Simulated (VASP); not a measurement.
Ba: relaxation of shape and atoms at fixed volume with PBE

Ba:

```
CELL_PARAMETERS angstrom
3.59277 0.00000 0.00000
-1.79639 3.11143 0.00000
0.00000 0.00000 3.33785
ATOMIC_POSITIONS crystal
Ba 0.00000 0.00000 0.00000
```

This isn't the form of Ba at room conditions, which is bcc.

```yaml
Program: VASP 6.6.1
Task: relaxation of shape and atoms at fixed volume
Functional: PBE
Potentials_or_basis: VASP PAW PBE potentials, release 64 (Ba_sv)
Cutoff: 600 eV
k_mesh: 10 × 10 × 9
Occupations: fermi-dirac, width 0.08 eV
Spin: no spin polarisation
Dipole_correction: no
Further_INCAR_settings: ALGO = Normal; EDIFF = 1e-06; IBRION = 2; EDIFFG = -0.005; NSW = 50; ISIF = 4
```

```json
{
 "Energy gained by relaxing": "1.2 meV/atom",
 "Ionic steps": "3",
 "Pressure after relaxing": "9.4 GPa",
 "Band gap on the k mesh": "zero (bands 5 and 6 overlap by 1.37 eV)"
}
```

The path:
```
step  energy change (eV)  largest force (eV/Å)  pressure (GPa)  volume (Å³)
   1              0.0000                0.0000            9.47        37.31
   2             -0.0011                0.0000            9.45        37.31
   3             -0.0012                0.0000            9.45        37.31
```

Final structure:
```
Ba
1.0
     3.61200    0.00000    0.00000
    -1.80600    3.12809    0.00000
     0.00000    0.00000    3.30240
Ba
1
Direct
  0.00000 0.00000 0.00000
```

Levels at points of the mesh, in eV from the Fermi level:
| k point | band 3 | band 4 | band 5 | band 6 | band 7 | band 8 |
| --- | --- | --- | --- | --- | --- | --- |
| (0.00, 0.00, 0.00) | -12.96 | -12.72 | -2.59 | -0.47 | 2.05 | 2.05 |
| (0.50, 0.00, 0.00) | -13.45 | -12.45 | -1.54 | 0.61 | 3.09 | 4.02 |

Run time: 24 s on 1 thread of Intel(R) Xeon(R) 6975P-C (Granite Rapids), with other jobs on the host, peak memory 0.18 GiB.

Caveat: spin-orbit coupling is left out, which moves the levels of the heavy elements.
